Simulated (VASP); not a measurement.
# Au (Fm-3m) in VASP: notebook

Au is run at these levels: PBE; tasks: single point.

Program: VASP 6.6.1. These are calculated values, not measurements. Logs are shortened: lines on timing, memory, paths and dates and some standing lists are left out, and cuts for length are marked.

## Step 1: The cell of the first run

Symmetry: Fm-3m, No. 225, cubic system. Conventional cell: a = 4.124 Å, b = 4.124 Å, c = 4.124 Å, α = 90.00°, β = 90.00°, γ = 90.00°. Au (site symmetry m-3m) has 12 Au at 2.92 Å within 3.8 Å.

## Step 2: Single point, PBE

INCAR

```
SYSTEM = Au
PREC = Accurate ; ENCUT = 520
EDIFF = 1E-6 ; ISMEAR = -1
SIGMA = 0.05 ; LREAL = .False.
LASPH = .True. ; NELM = 80
ALGO = Normal ; ISIF = 2
LWAVE = .False. ; LCHARG = .True.
GGA = PE ; LELF = .True.
LVHAR = .True. ; NBANDS = 12
```

KPOINTS

```
regular mesh
0
Gamma
  10 10 10
  0 0 0
```

POSCAR

```
Au
1.0
    0.0000000000      2.0617793868      2.0617793868
    2.0617793868      0.0000000000      2.0617793868
    2.0617793868      2.0617793868      0.0000000000
Au
1
Direct
    0.0000000000      0.0000000000      0.0000000000
```

Potentials or basis: VASP PAW PBE potentials, release 64 (Au).

The run is started by

```bash
> cat potpaw_PBE.64/Au/POTCAR > POTCAR
> mpirun -np 1 vasp_std > vasp.out
```

OUTCAR:

```text
SYSTEM = Au
   PREC = Accurate
   ENCUT = 520
   EDIFF = 1E-6
   ISMEAR = -1
   LREAL = .False.
   LASPH = .True.
   NELM = 80
   ISIF = 2
   GGA = PE

 ion  position               nearest neighbor table
   1  0.000  0.000  0.000-

  LATTYP: Found a face centered cubic cell.
 ALAT       =     4.1235587736

  Lattice vectors:

 A1 = (   0.0000000000,   2.0617793868,   2.0617793868)
 A2 = (   2.0617793868,   0.0000000000,   2.0617793868)
 A3 = (   2.0617793868,   2.0617793868,   0.0000000000)

Analysis of symmetry for initial positions (statically):
=====================================================================
 Subroutine PRICEL returns:
 Original cell was already a primitive cell.

 Routine SETGRP: Setting up the symmetry group for a
 face centered cubic supercell.

 Subroutine GETGRP returns: Found 48 space group operations
 (whereof 48 operations were pure point group operations)
 out of a pool of 48 trial point group operations.

The static configuration has the point symmetry O_h .

Analysis of symmetry for dynamics (positions and initial velocities):
=====================================================================
 Subroutine PRICEL returns:
 Original cell was already a primitive cell.

 Routine SETGRP: Setting up the symmetry group for a
 face centered cubic supercell.

 Subroutine GETGRP returns: Found 48 space group operations
 (whereof 48 operations were pure point group operations)
 out of a pool of 48 trial point group operations.

The dynamic configuration has the point symmetry O_h .

 Subroutine INISYM returns: Found 48 space group operations
 (whereof 48 operations are pure point group operations),
 and found     1 'primitive' translations

----------------------------------------------------------------------------------------

                                     Primitive cell

  volume of cell :      17.5290

  direct lattice vectors                    reciprocal lattice vectors
     0.000000000  2.061779387  2.061779387    -0.242508972  0.242508972  0.242508972
     2.061779387  0.000000000  2.061779387     0.242508972 -0.242508972  0.242508972
     2.061779387  2.061779387  0.000000000     0.242508972  0.242508972 -0.242508972

  length of vectors
     2.915796371  2.915796371  2.915796371     0.420037861  0.420037861  0.420037861

  position of ions in fractional coordinates (direct lattice)
     0.000000000  0.000000000  0.000000000

  ion indices of the primitive-cell ions
   primitive index   ion index
                 1           1

----------------------------------------------------------------------------------------

 KPOINTS: regular mesh

Automatic generation of k-mesh.
 Grid dimensions read from file:
 generate k-points for:   10   10   10

 Generating k-lattice:

  Cartesian coordinates                     Fractional coordinates (reciprocal lattice)
    -0.024250897  0.024250897  0.024250897     0.100000000  0.000000000  0.000000000
     0.024250897 -0.024250897  0.024250897     0.000000000  0.100000000  0.000000000
     0.024250897  0.024250897 -0.024250897     0.000000000  0.000000000  0.100000000

  Length of vectors
     0.042003786  0.042003786  0.042003786

  Shift w.r.t. Gamma in fractional coordinates (k-lattice)
     0.000000000  0.000000000  0.000000000

 Subroutine IBZKPT returns following result:
 ===========================================

 Found     47 irreducible k-points:

 Following reciprocal coordinates:
            Coordinates               Weight
  0.000000  0.000000  0.000000      1.000000
  0.100000  0.000000  0.000000      8.000000
  0.200000  0.000000  0.000000      8.000000
  0.300000  0.000000  0.000000      8.000000
  0.400000  0.000000  0.000000      8.000000
  0.500000  0.000000  0.000000      4.000000
[... 16 lines left out ...]
  0.300000  0.300000  0.000000      6.000000
  0.400000  0.300000  0.000000     24.000000
 [... further k-points ...]
   k-points           NKPTS =     47   k-points in BZ     NKDIM =     47   number of bands    NBANDS=     12
   number of dos      NEDOS =    301   number of ions     NIONS =      1
   total plane-waves  NPLWV =  13824
   dimension x,y,z NGX =    24 NGY =   24 NGZ =   24
   dimension x,y,z NGXF=    48 NGYF=   48 NGZF=   48
   ions per type =               1
   NGX,Y,Z   is equivalent  to a cutoff of  13.68, 13.68, 13.68 a.u.
   NGXF,Y,Z  is equivalent  to a cutoff of  27.37, 27.37, 27.37 a.u.
 SYSTEM =  Au
   PREC   = accura    normal or accurate (medium, high low for compatibility)
   ISTART =      0    job   : 0-new  1-cont  2-samecut
   ICHARG =      2    charge: 1-file 2-atom 10-const
   ISPIN  =      1    spin polarized calculation?
   LNONCOLLINEAR =      F non collinear calculations
   LSORBIT =      F    spin-orbit coupling
   LASPH  =      T    aspherical Exc in radial PAW
   ENCUT  =  520.0 eV  38.22 Ry    6.18 a.u.   5.42  5.42  5.42*2*pi/ulx,y,z
   NELM   =     80;   NELMIN=  2; NELMDL= -5     # of ELM steps
   EDIFF  = 0.1E-05   stopping-criterion for ELM
   LREAL  =      F    real-space projection
   EDIFFG = 0.1E-04   stopping-criterion for IOM
   NSW    =      0    number of steps for IOM
   IBRION =     -1    ionic relax: 0-MD 1-quasi-New 2-CG
   NFREE  =      0    steps in history (QN), initial steepest desc. (CG)
   ISIF   =      2    stress and relaxation
   ISYM   =      2    0-nonsym 1-usesym 2-fastsym
   POTIM  = 0.5000    time-step for ionic-motion
   TEBEG  =    0.0;   TEEND  =   0.0 temperature during run
   PSTRESS=    0.0 pullay stress
   NELECT =      11.0000    total number of electrons
   NUPDOWN=      -1.0000    fix difference up-down
   EMIN   =  10.00;   EMAX   =-10.00  energy-range for DOS
   EFERMI =   0.00;   METHOD = LEGACY
   ISMEAR =    -1;   SIGMA  =   0.05  broadening in eV -4-tet -1-fermi 0-gaus
   EFERMI_NEDOS =   21; number of points for ismear=-14 and -15
   IALGO  =     38    algorithm
   IMIX   =      4    mixing-type and parameters
     AMIX     =   0.40;   BMIX     =  1.00
     AMIX_MAG =   1.60;   BMIX_MAG =  1.00
  volume/ion in A,a.u.               =      17.53       118.29
  Fermi-wavevector in a.u.,A,eV,Ry     =   1.401587  2.648616 26.727929  1.964447
  Thomas-Fermi vector in A             =   2.524434
   LORBIT       =      0    0 simple, 1 ext, 2 COOP (PROOUT), +10 PAW based schemes
   GGA     = PE    functional components
   LHFCALC =     F    Hartree Fock is set to
   AEXX    =    0.0000 exact exchange contribution
   IVDW    =     0    specifies the selected vdW correction
   LEPSILON=     F    determine dielectric tensor
   LRPA    =     F    only Hartree local field effects (RPA)
 non-spin polarized calculation
  energy-cutoff  :      520.00
  volume of cell :       17.53
 maximum number of plane-waves:       495
 NGX is ok and might be reduce to    24
   NGX = 11   NGY = 11   NGZ = 11

 number of electron      11.0000001 magnetization

 Free energy of the ion-electron system (eV)
  ---------------------------------------------------
  ext. energy  EPLUGINS =         0.00000000
  ---------------------------------------------------
  free energy    TOTEN  =        -3.19784677 eV

  energy without entropy =       -3.19388638  energy(sigma->0) =       -3.19586657

 E-fermi :   8.9905     XC(G=0): -12.5473

 val. band max:        8.8422117110   @ k =   0.5000   0.2000   0.1000
 cond. band min:       9.0730007449   @ k =   0.5000   0.3000   0.1000
 fundamental gap:      0.2307890339
 Fermi energy:         8.9905387801

 k-point     1 :       0.0000    0.0000    0.0000
  band No.  band energies     occupation
      1      -0.5492      2.00000
      2       4.4728      2.00000
      3       4.4728      2.00000
      4       4.4728      2.00000
      5       5.9147      2.00000
      6       5.9147      2.00000
      7      23.5685      0.00000
      8      27.4065      0.00000
      9      27.4065      0.00000
     10      27.4065      0.00000
     11      32.2198      0.00000
     12      36.5585      0.00000

 k-point     2 :       0.1000    0.0000    0.0000
  band No.  band energies     occupation
      1      -0.2131      2.00000
      2       4.3733      2.00000
      3       4.5804      2.00000
      4       4.5804      2.00000
      5       5.8718      2.00000
      6       5.8718      2.00000
      7      23.8996      0.00000
      8      25.5316      0.00000
      9      27.7813      0.00000
     10      27.7813      0.00000
     11      32.7182      0.00000
     12      34.9216      0.00000

 k-point     3 :       0.2000    0.0000    0.0000
  band No.  band energies     occupation
      1       0.6872      2.00000
      2       4.2497      2.00000
      3       4.7445      2.00000
      4       4.7445      2.00000
      5       5.9140      2.00000
      6       5.9140      2.00000
      7      21.8984      0.00000
      8      24.6998      0.00000
      9      28.5788      0.00000
     10      28.5788      0.00000
     11      30.6010      0.00000
     12      32.4835      0.00000
[... 286 lines left out ...]
 k-point    23 :       0.3000    0.3000    0.0000
  band No.  band energies     occupation
      1       2.2986      2.00000
      2       3.1119      2.00000
      3       5.5229      2.00000
      4       6.0960      2.00000
      5       6.0960      2.00000
      6       6.6117      2.00000
      7      22.1583      0.00000
      8      22.1583      0.00000
      9      22.6494      0.00000
     10      25.1870      0.00000
     11      26.9198      0.00000
     12      35.8469      0.00000

 k-point    24 :       0.4000    0.3000    0.0000
  band No.  band energies     occupation
      1       2.5546      2.00000
      2       2.9834      2.00000
      3       5.5443      2.00000
      4       6.1982      2.00000
      5       6.9875      2.00000
      6       7.6182      2.00000
      7      18.6284      0.00000
      8      20.9175      0.00000
      9      21.1972      0.00000
     10      26.0907      0.00000
     11      28.2695      0.00000
     12      35.9430      0.00000

 [... further k-points ...]
[... 5 lines left out ...]
  --------------------------------------------------------------------------------------
  -------------------------------------------------------------------------------------
  Total        0.4368175      0.4368175      0.4368175     -0.0000000     -0.0000000      0.0000000
  in kB       39.9258375     39.9258375     39.9258375     -0.0000000     -0.0000000      0.0000000
  external PRESSURE =      39.9258375 kB  Pullay stress =       0.0000000 kB

 VOLUME and BASIS-vectors are now :
 -----------------------------------------------------------------------------
  energy-cutoff  :      520.00
  volume of cell :       17.53
      direct lattice vectors                 reciprocal lattice vectors
     0.000000000  2.061779387  2.061779387    -0.242508972  0.242508972  0.242508972
     2.061779387  0.000000000  2.061779387     0.242508972 -0.242508972  0.242508972
     2.061779387  2.061779387  0.000000000     0.242508972  0.242508972 -0.242508972

 POSITION                                       TOTAL-FORCE (eV/Angst)
 -----------------------------------------------------------------------------------
      0.00000      0.00000      0.00000         0.000000      0.000000      0.000000
 -----------------------------------------------------------------------------------
    total drift:                               -0.000000     -0.000000     -0.000000

  FREE ENERGIE OF THE ION-ELECTRON SYSTEM (eV)
  ---------------------------------------------------
  free  energy   TOTEN  =        -3.1978467703 eV

  energy  without entropy=       -3.1938863753  energy(sigma->0) =       -3.19586657
```

Wall time 5.3 s (1 thread of Intel Xeon Platinum 8488C (Sapphire Rapids), shared host); peak memory 0.14 GiB.

What came out:

| Property | Result |
| --- | --- |
| Free energy | -3.1978 eV |
| Pressure | 4.0 GPa |

Caveat: spin-orbit coupling is left out, which moves the levels of the heavy elements.

## Step 3: Single point, PBE

This run uses another cell than the first one, of 18.20 Å³/atom, 1.038 times its volume.

INCAR

```
SYSTEM = Au
PREC = Accurate
ENCUT = 520
EDIFF = 1E-6
ISMEAR = -1
SIGMA = 0.05
LREAL = .FALSE.
LASPH = .TRUE.
NELM = 60
ALGO = Normal
ISIF = 2
LWAVE = .FALSE.
LCHARG = .TRUE.
GGA = PE
LELF = .TRUE.
LVHAR = .TRUE.
NBANDS = 12
```

KPOINTS

```
Automatic mesh
0
G
  10 10 10
  0 0 0
```

POSCAR

```
Au
1.0
    0.0000000000      2.0878806309      2.0878806309
    2.0878806309      0.0000000000      2.0878806309
    2.0878806309      2.0878806309      0.0000000000
Au
1
Direct
    0.0000000000      0.0000000000      0.0000000000
```

Potentials or basis: VASP PAW PBE potentials, release 64 (Au).

The run is started by

```bash
> cat potpaw_PBE.64/Au/POTCAR > POTCAR
> mpirun -np 1 vasp_std > vasp.out
```

It took 5.3 s on 1 thread of Intel Xeon Platinum 8488C (Sapphire Rapids), shared host; peak memory 0.14 GiB.

It converged, with:

```
Free energy : -3.2031 eV
Pressure    : -1.5 GPa
```

Levels at points of the mesh, in eV from the Fermi level:
| k point | band 4 | band 5 | band 6 | band 7 | band 8 | band 9 |
| --- | --- | --- | --- | --- | --- | --- |
| (0.00, 0.00, 0.00) | -4.31 | -2.96 | -2.96 | 14.63 | 18.25 | 18.25 |
| (0.50, 0.00, 0.00) | -1.89 | -1.89 | -0.62 | 2.77 | 14.07 | 16.67 |
| (0.50, 0.50, 0.00) | -1.61 | -1.61 | 1.24 | 5.30 | 9.86 | 9.86 |

Caveat: spin-orbit coupling is left out, which moves the levels of the heavy elements.

## Step 4: Single point, PBE

This run uses another cell than the first one, of 18.88 Å³/atom, 1.077 times its volume.

INCAR

```
PREC     = Accurate       # precision mode
ENCUT    = 520            # plane-wave cutoff, eV
EDIFF    = 1E-6           # SCF threshold, eV
ISMEAR   = -1             # smearing method
SIGMA    = 0.05           # smearing width, eV
LREAL    = False          # projectors in reciprocal space
LASPH    = True           # aspherical terms in the spheres
NELM     = 80             # most SCF steps
ALGO     = Normal         # electronic algorithm
ISIF     = 2              # what is computed and relaxed
LWAVE    = False          # write WAVECAR
LCHARG   = True           # write CHGCAR
GGA      = PE             # functional
LELF     = True           # ELF
LVHAR    = True         
NBANDS   = 12             # bands
```

KPOINTS

```
Automatic mesh
0
Gamma
  10 10 10
```

POSCAR

```
Au
1.0
    0.0000000000      2.1133450995      2.1133450995
    2.1133450995      0.0000000000      2.1133450995
    2.1133450995      2.1133450995      0.0000000000
Au
1
Direct
    0.0000000000      0.0000000000      0.0000000000
```

The run is started by

```bash
> cat potpaw_PBE.64/Au/POTCAR > POTCAR
> mpirun -np 1 vasp_std > vasp.out
```

Run time: 5.4 s. Hardware: 1 thread of Intel Xeon Platinum 8488C (Sapphire Rapids), shared host; peak memory 0.14 GiB.

It converged, with:

- Free energy: -3.1880 eV
- Pressure: -5.7 GPa

Levels at points of the mesh, in eV from the Fermi level:
| k point | band 4 | band 5 | band 6 | band 7 | band 8 | band 9 |
| --- | --- | --- | --- | --- | --- | --- |
| (0.00, 0.00, 0.00) | -4.12 | -2.85 | -2.85 | 14.67 | 18.08 | 18.08 |
| (0.50, 0.00, 0.00) | -1.85 | -1.85 | -0.44 | 2.62 | 14.10 | 16.41 |
| (0.50, 0.50, 0.00) | -1.58 | -1.58 | 1.36 | 5.05 | 9.77 | 9.77 |

Caveat: spin-orbit coupling is left out, which moves the levels of the heavy elements.

## Step 5: Overview

| cell | gap on the mesh (eV) | pressure (GPa) |
| --- | --- | --- |
| a = 2.916 Å, angles 60.0°, 1 atom | none | 4.0 |
| a = 2.953 Å, angles 60.0°, 1 atom | none | -1.5 |
| a = 2.989 Å, angles 60.0°, 1 atom | none | -5.7 |

Alike in all rows: task single point; level PBE; potentials or basis VASP PAW PBE potentials, release 64 (Au); no spin polarisation; k mesh 10 × 10 × 10; cutoff (eV) 520; smearing fermi-dirac 0.05 eV.

Caveats: spin-orbit coupling is left out, which moves the levels of the heavy elements.

Total energies depend on the potentials used, so only differences within one code and one set of settings carry meaning.
